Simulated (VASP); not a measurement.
Write the native input for VASP 6.6.1 that does the following.

| Item | Value |
| --- | --- |
| Task | electric field gradients |
| Functional | PBEsol |
| Potentials or basis | VASP PAW PBE potentials, release 64 (Hf_pv, B) |
| Cutoff | 520 eV |
| k mesh | 15 × 15 × 12 |
| Occupations | fermi-dirac, width 0.03 eV |
| Spin | no spin polarisation |
| Dipole correction | no |
| Further INCAR settings | ALGO = Normal; EDIFF = 1e-08; NBANDS = 15 |

The structure of HfB2 lies in POSCAR:

```
HfB2
1.0
    3.1813206298      0.0000000000      0.0000000000
   -1.5906603150      2.7551044830      0.0000000000
    0.0000000000      0.0000000000      3.5257947253
Hf B
1 2
Direct
    0.0000000000      0.0000000000      0.0000000000
    0.3333333333      0.6666666667      0.5000000000
    0.6666666667      0.3333333333      0.5000000000
```

This cell differs from its parent crystal: volume scaled by 1.04.

One way to write it, as run:

INCAR

```
SYSTEM = HfB2
ALGO = Normal
EDIFF = 1E-8
ENCUT = 520
GGA = PS
ISIF = 2
ISMEAR = -1
LASPH = .True.
LCHARG = .False.
LEFG = .True.
LREAL = .False.
LWAVE = .False.
NBANDS = 15
NELM = 100
PREC = Accurate
SIGMA = 0.03
```

KPOINTS

```
k-points
0
Gamma
  15 15 12
  0 0 0
```

Potentials or basis: VASP PAW PBE potentials, release 64 (Hf_pv, B).

Run with:

```bash
$ cat potpaw_PBE.64/Hf_pv/POTCAR potpaw_PBE.64/B/POTCAR > POTCAR
$ mpirun -np 1 vasp_std > vasp.out
```

It gave:

```
Pressure               : -13.5 GPa
Band gap on the k mesh : zero (band 8 reaches 7.98 eV, above the bottom of band 9 at 7.01 eV)
```

Caveat: without QUAD_EFG the Cq values of the log hold for a quadrupole moment of 1 mb, not for the nuclei; the PAW data sets were made with another functional, which shifts forces and pressure a little; spin-orbit coupling is left out, which moves the levels of the heavy elements.

Wall time 2.2 min on 1 thread of AMD EPYC 7571, on a shared host, peak memory 0.18 GiB.
